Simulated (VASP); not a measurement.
GaSb: single point with PBE

The system is GaSb.

```xyz
2
Lattice="0.0000 3.0793 3.0793 3.0793 0.0000 3.0793 3.0793 3.0793 0.0000" Properties=species:S:1:pos:R:3 pbc="T T T"
Ga    0.0000    0.0000    0.0000
Sb    4.6189    4.6189    4.6189
```

This cell differs from its parent crystal: volume scaled by 1.02.

```yaml
Program: VASP 6.6.1
Task: single point
Functional: PBE
Potentials_or_basis: VASP PAW PBE potentials, release 64 (Ga_d, Sb)
Cutoff: 520 eV
k_mesh: 12 × 12 × 12
Occupations: fermi-dirac, width 0.08 eV
Spin: no spin polarisation
Dipole_correction: no
Further_INCAR_settings: ALGO = Normal; EDIFF = 1e-07; NBANDS = 16
```

| Item | Value |
| --- | --- |
| Pressure | 1.4 GPa |
| Band gap on the k mesh | zero (filled and empty bands touch) |

Levels at points of the mesh, in eV from the Fermi level:
```tsv
k point	band 5	band 6	band 7	band 8	band 9	band 10	band 11	band 12	band 13	band 14
(0.00, 0.00, 0.00)	-15.09	-11.48	-0.25	-0.14	-0.14	-0.14	2.64	2.64	2.64	5.64
(0.50, 0.00, 0.00)	-15.09	-9.91	-6.41	-1.27	-1.27	0.22	3.60	3.60	6.34	9.09
(0.50, 0.50, 0.00)	-15.09	-9.11	-6.87	-2.65	-2.65	0.78	1.15	8.41	8.41	9.75
```

Run time: 23 s on 1 thread of Intel(R) Xeon(R) 6975P-C (Granite Rapids) (shared host), peak memory 0.21 GiB.

Caveat: spin-orbit coupling is left out, which moves the levels of the heavy elements.
